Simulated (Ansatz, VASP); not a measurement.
## ZrS2 in VASP and in Ansatz

```xyz
3
Lattice="3.6914 0.0000 0.0000 -1.8457 3.1968 0.0000 0.0000 0.0000 6.0411" Properties=species:S:1:pos:R:3 pbc="T T T"
Zr    0.0000    0.0000    0.0000
S     1.8457    1.0656    4.6038
S     0.0000    2.1312    1.4372
```

Alike in both runs: task single point; functional PBE; dispersion D3(BJ); k mesh 6 × 6 × 4; occupations gaussian, width 0.1 eV; no spin polarisation.

```csv
,VASP,Ansatz
version,VASP 6.6.1,Ansatz 0.2.0
potentials or method,"VASP PAW PBE potentials, release 64 (Zr_sv, S), cutoff 500 eV","scalar-relativistic, plane waves, PAW"
valence electrons in the cell,24,24
```

|  | VASP | Ansatz | Ansatz less VASP |
| --- | --- | --- | --- |
| gap on the k mesh at the Fermi level (eV) | 1.07 | 1.07 | -0.003 |
| least direct gap on the mesh (eV) | 1.64 | 1.63 | -0.007 |
| pressure (GPa) | -1.9 | -1.8 | +0.04 |
| traceless stress, the component that is largest in VASP (GPa) | 0.62 | 0.59 | -0.035 |
| rms of the force components (eV/Å) | 0.027 | 0.024 | -0.0024 |

Atom by atom the forces differ by 0.002 eV/Å (rms over components).
